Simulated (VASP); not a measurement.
# ZrC (F-43m) in VASP: settings compared, part 2 of 2

VASP 6.6.1. Earlier steps stand in the parts before.

## 4. Single point, r2SCAN-based global hybrid with 35 % exact exchange

POSCAR

```
ZrC
1.0
    0.0000000000      2.5455200000      2.5455200000
    2.5455200000      0.0000000000      2.5455200000
    2.5455200000      2.5455200000      0.0000000000
Zr C
1 1
Direct
    0.5000000000      0.5000000000      0.5000000000
    0.7500000000      0.7500000000      0.7500000000
```

INCAR.step1

```
PREC = Accurate ; ENCUT = 520
EDIFF = 1E-5 ; ISMEAR = -1
SIGMA = 0.05 ; LREAL = F
LASPH = T ; NELM = 80
ALGO = Normal ; ISIF = 2
LWAVE = T ; GGA = PE
NBANDS = 15
```

INCAR.step2

```
PREC = Accurate ; ENCUT = 520
EDIFF = 1E-6 ; ISMEAR = -1
SIGMA = 0.05 ; LREAL = F
LASPH = T ; NELM = 80
ALGO = Normal ; ISIF = 2
LWAVE = F ; LCHARG = T
METAGGA = R2SCAN ; LHFCALC = T
AEXX = 0.35 ; LMIXTAU = T
PRECFOCK = Normal ; LELF = T
LVHAR = T ; ISTART = 1
NBANDS = 15
```

KPOINTS

```
regular mesh
0
Gamma
  5 5 5
```

Potentials or basis: VASP PAW PBE potentials, release 64 (Zr_sv, C).

Started as:

```
$ cat potpaw_PBE.64/Zr_sv/POTCAR potpaw_PBE.64/C/POTCAR > POTCAR
$ cp INCAR.step1 INCAR
$ mpirun -np 1 vasp_std > vasp.out
$ cp INCAR.step2 INCAR
$ mpirun -np 1 vasp_std > vasp.out
```

OUTCAR:

```text
PREC = Accurate
   ENCUT = 520
   EDIFF = 1E-6
   ISMEAR = -1
   LREAL = F
   LASPH = T
   NELM = 80
   ISIF = 2
   METAGGA = R2SCAN
   LHFCALC = T
   AEXX = 0.35
   PRECFOCK = Normal
   ISTART = 1

 ion  position               nearest neighbor table
   1  0.500  0.500  0.500-   2 2.20   2 2.20   2 2.20   2 2.20
   2  0.750  0.750  0.750-   1 2.20   1 2.20   1 2.20   1 2.20

  LATTYP: Found a face centered cubic cell.
 ALAT       =     5.0910400000

  Lattice vectors:

 A1 = (   0.0000000000,   2.5455200000,   2.5455200000)
 A2 = (   2.5455200000,   0.0000000000,   2.5455200000)
 A3 = (   2.5455200000,   2.5455200000,   0.0000000000)

Analysis of symmetry for initial positions (statically):
=====================================================================
 Subroutine PRICEL returns:
 Original cell was already a primitive cell.

 Routine SETGRP: Setting up the symmetry group for a
 face centered cubic supercell.

 Subroutine GETGRP returns: Found 24 space group operations
 (whereof 24 operations were pure point group operations)
 out of a pool of 48 trial point group operations.

The static configuration has the point symmetry T_d .

Analysis of symmetry for dynamics (positions and initial velocities):
=====================================================================
 Subroutine PRICEL returns:
 Original cell was already a primitive cell.

 Routine SETGRP: Setting up the symmetry group for a
 face centered cubic supercell.

 Subroutine GETGRP returns: Found 24 space group operations
 (whereof 24 operations were pure point group operations)
 out of a pool of 48 trial point group operations.

The dynamic configuration has the point symmetry T_d .

 Subroutine INISYM returns: Found 24 space group operations
 (whereof 24 operations are pure point group operations),
 and found     1 'primitive' translations

[... 111 lines left out ...]
   AEXX    =    0.3500 exact exchange contribution
   HFSCREEN=    0.0000 screening length (either q_TF or 0.3 A-1)
   HFSCREENC=   0.0000 screening length for correlation (either q_TF or 0.3 A-1)
   ENCUTFOCK=  -1.0 apply spherical cutoff to Coloumb kernel
   IVDW    =     0    specifies the selected vdW correction
   LEPSILON=     F    determine dielectric tensor
   LRPA    =     F    only Hartree local field effects (RPA)
 non-spin polarized calculation
  energy-cutoff  :      520.00
  volume of cell :       32.99
 maximum number of plane-waves:       899
  NGX = 24; NGY = 24; NGZ = 24

 number of electron      16.0000001 magnetization

 Free energy of the ion-electron system (eV)
  ---------------------------------------------------
  ext. energy  EPLUGINS =         0.00000000
  ---------------------------------------------------
  free energy    TOTEN  =       -34.48490826 eV

  energy without entropy =      -34.48490826  energy(sigma->0) =      -34.48490826

 E-fermi :   6.2361     XC(G=0):  -7.8045

 val. band max:        5.0486173999   @ k =  -0.4000   0.4000   0.0000
 cond. band min:       7.9687193777   @ k =  -0.4000   0.4000   0.0000
 fundamental gap:      2.9201019777
 Fermi energy:         6.2361311597

 k-point     1 :       0.0000    0.0000    0.0000
  band No.  band energies     occupation
      1     -48.1011      2.00000
      2     -23.6249      2.00000
      3     -23.6249      2.00000
      4     -23.6249      2.00000
      5      -6.5124      2.00000
      6       2.7104      2.00000
      7       2.7104      2.00000
      8       2.7104      2.00000
      9      11.1635      0.00000
     10      11.2839      0.00000
     11      11.2839      0.00000
     12      16.9901      0.00000
     13      16.9901      0.00000
     14      16.9901      0.00000
[... 149 lines left out ...]
      2     -24.0696      2.00000
      3     -23.8988      2.00000
      4     -23.7936      2.00000
      5      -4.6658      2.00000
      6       2.2731      2.00000
      7       3.7646      2.00000
      8       5.0298      2.00000
      9       8.5814      0.00000
     10      11.0550      0.00000
     11      12.8894      0.00000
     12      14.4719      0.00000
     13      16.0718      0.00000
     14      19.2872      0.00000
     15      20.2139      0.00000

------------------------ aborting loop because EDIFF is reached ----------------------------------------

  FORCE on cell =-STRESS in cart. coord.  units (eV):
  Direction    XX          YY          ZZ          XY          YZ          ZX
  --------------------------------------------------------------------------------------
  -------------------------------------------------------------------------------------
  Total       -0.3526916     -0.3526916     -0.3526916      0.0000000      0.0000000      0.0000000
  in kB      -17.1295586    -17.1295586    -17.1295586      0.0000000      0.0000000      0.0000000
  external PRESSURE =     -17.1295586 kB  Pullay stress =       0.0000000 kB

 VOLUME and BASIS-vectors are now :
 -----------------------------------------------------------------------------
  energy-cutoff  :      520.00
  volume of cell :       32.99
      direct lattice vectors                 reciprocal lattice vectors
     0.000000000  2.545520000  2.545520000    -0.196423521  0.196423521  0.196423521
     2.545520000  0.000000000  2.545520000     0.196423521 -0.196423521  0.196423521
     2.545520000  2.545520000  0.000000000     0.196423521  0.196423521 -0.196423521

 POSITION                                       TOTAL-FORCE (eV/Angst)
 -----------------------------------------------------------------------------------
      2.54552      2.54552      2.54552        -0.000000     -0.000000     -0.000000
      3.81828      3.81828      3.81828         0.000000      0.000000      0.000000
 -----------------------------------------------------------------------------------
    total drift:                               -0.000001     -0.000000      0.000000

  FREE ENERGIE OF THE ION-ELECTRON SYSTEM (eV)
  ---------------------------------------------------
  free  energy   TOTEN  =       -34.4849082650 eV

  energy  without entropy=      -34.4849082649  energy(sigma->0) =      -34.48490826
```

OSZICAR.step1:

```text
N       E                     dE             d eps       ncg     rms          rms(c)
DAV:   1     0.107140353325E+03    0.10714E+03   -0.84196E+03   300   0.104E+03
DAV:   2    -0.149922036850E+02   -0.12213E+03   -0.11327E+03   377   0.281E+02
DAV:   3    -0.228165976443E+02   -0.78244E+01   -0.77614E+01   521   0.588E+01
DAV:   4    -0.228712364254E+02   -0.54639E-01   -0.54631E-01   350   0.506E+00
DAV:   5    -0.228716616598E+02   -0.42523E-03   -0.42522E-03   399   0.420E-01    0.205E+01
DAV:   6    -0.182569971497E+02    0.46147E+01   -0.12020E+01   328   0.252E+01    0.573E+00
DAV:   7    -0.182059567215E+02    0.51040E-01   -0.73416E-01   314   0.633E+00    0.493E+00
DAV:   8    -0.182152100357E+02   -0.92533E-02   -0.14460E-01   370   0.320E+00    0.222E+00
DAV:   9    -0.182068606435E+02    0.83494E-02   -0.25154E-02   321   0.120E+00    0.472E-01
DAV:  10    -0.182074665328E+02   -0.60589E-03   -0.15158E-03   378   0.394E-01    0.245E-01
DAV:  11    -0.182074346352E+02    0.31898E-04   -0.24498E-04   321   0.138E-01    0.297E-02
DAV:  12    -0.182074313296E+02    0.33056E-05   -0.61349E-06   248   0.215E-02
   1 F= -.18207431E+02 E0= -.18207364E+02  d E =-.135528E-03
```

It took 28 min on 1 thread of Intel Xeon 8259CL, shared host; peak memory 0.18 GiB.

Results:

```
Free energy            : -34.4849 eV
Pressure               : -1.7 GPa
Band gap on the k mesh : 2.92 eV
```

Caveat: the k points lie up to 0.43 Å⁻¹ apart; the PAW data sets were made with another functional, which shifts forces and pressure a little; an odd mesh through Γ misses points on the zone boundary, where band edges can lie.

## 5. Single point, r2SCAN-based global hybrid with 50 % exact exchange

POSCAR is that of step 4.

INCAR.step1

```
  PREC = Accurate
  ENCUT = 520
  EDIFF = 1E-5
  ISMEAR = -1
  SIGMA = 0.05
  LREAL = F
  LASPH = T
  NELM = 100
  ALGO = Normal
  ISIF = 2
  LWAVE = T
  LCHARG = F
  GGA = PE
  NBANDS = 15
```

INCAR.step2

```
  PREC = Accurate
  ENCUT = 520
  EDIFF = 1E-6
  ISMEAR = -1
  SIGMA = 0.05
  LREAL = F
  LASPH = T
  NELM = 100
  ALGO = Normal
  ISIF = 2
  LWAVE = F
  LCHARG = F
  METAGGA = R2SCAN
  LHFCALC = T
  AEXX = 0.5
  LMIXTAU = T
  PRECFOCK = Normal
  ISTART = 1
  NBANDS = 15
```

KPOINTS is that of step 4.

Started as:

```
$ cat potpaw_PBE.64/Zr_sv/POTCAR potpaw_PBE.64/C/POTCAR > POTCAR
$ cp INCAR.step1 INCAR
$ mpirun -np 1 vasp_std > vasp.out
$ cp INCAR.step2 INCAR
$ mpirun -np 1 vasp_std > vasp.out
```

Wall time 34 min (1 thread of Intel Xeon 8259CL, shared host); peak memory 0.18 GiB.

It converged, with:

```
Free energy            : -34.9657 eV
Pressure               : -2.5 GPa
Band gap on the k mesh : 3.79 eV
```

Levels at points of the mesh, in eV from the valence-band top:
```tsv
k point	band 5	band 6	band 7	band 8	band 9	band 10	band 11	band 12
(0.00, 0.00, 0.00)	-12.14	-2.42	-2.42	-2.42	7.02	7.38	7.38	13.13
```

Caveat: the k points lie up to 0.43 Å⁻¹ apart; the PAW data sets were made with another functional, which shifts forces and pressure a little; an odd mesh through Γ misses points on the zone boundary, where band edges can lie.

## 6. Summary

```csv
level,share of exact exchange,gap on the mesh (eV),pressure (GPa)
r2SCAN-based global hybrid with 10 % exact exchange,0.1,1.54,-0.3
r2SCAN-based global hybrid with 15 % exact exchange,0.15,1.81,-0.6
r2SCAN-based global hybrid with 35 % exact exchange,0.35,2.92,-1.7
r2SCAN-based global hybrid with 50 % exact exchange,0.5,3.79,-2.5
```

Alike in all rows: task single point; potentials or basis VASP PAW PBE potentials, release 64 (Zr_sv, C); no spin polarisation; cell as given; k mesh 5 × 5 × 5; cutoff (eV) 520; smearing fermi-dirac 0.05 eV.

Caveats: all runs use coarse meshes; the PAW data sets were made with another functional, which shifts forces and pressure a little; an odd mesh through Γ misses points on the zone boundary, where band edges can lie.

Total energies depend on the potentials used, so only differences within one code and one set of settings carry meaning.
